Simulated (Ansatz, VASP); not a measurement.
# Two plane-wave programs on TePt3

```
CELL_PARAMETERS angstrom
2.75009 -2.82676 0.00000
2.75009 2.82676 0.00000
0.00000 0.00000 9.34199
ATOMIC_POSITIONS crystal
Te 0.50000 0.50000 0.26926
Te 0.50000 0.50000 0.73074
Pt 0.00000 0.00000 0.78561
Pt 0.00000 0.00000 0.21439
Pt 0.00000 0.50000 0.00000
Pt 0.23409 0.76591 0.50000
Pt 0.50000 0.00000 0.00000
Pt 0.76591 0.23409 0.50000
```

Change from the starting cell: the structure that the rattled Cu3Au (L1_2) type (Pm-3m, No. 221) fell into.

Alike in both runs: functional PBE; k mesh 10 × 10 × 4; occupations gaussian, width 0.1 eV; no spin polarisation.

Ansatz relaxed the structure, and its values are those at the end. VASP's run is a single point on that final structure, the one shown.

|  | VASP | Ansatz |
| --- | --- | --- |
| version | VASP 6.6.1 | Ansatz 0.2.0 |
| potentials or method | VASP PAW PBE potentials, release 64 (Te, Pt), cutoff 520 eV | scalar-relativistic, plane waves, PAW |
| valence electrons in the cell | 72 | 140 |

```csv
,VASP,Ansatz,Ansatz less VASP
gap on the k mesh at the Fermi level (eV),none,none,-
pressure (GPa),-0.3,0.0,+0.35
```

A gap of «none» marks a metal or a gap that the smearing closes. The functional is the same, so the differences come from potentials, cutoffs and numerics. VASP's potentials hold 72 valence electrons a cell and Ansatz's 140, so a difference there can come from the potentials and not from the codes.

Neither program's run includes spin-orbit coupling.
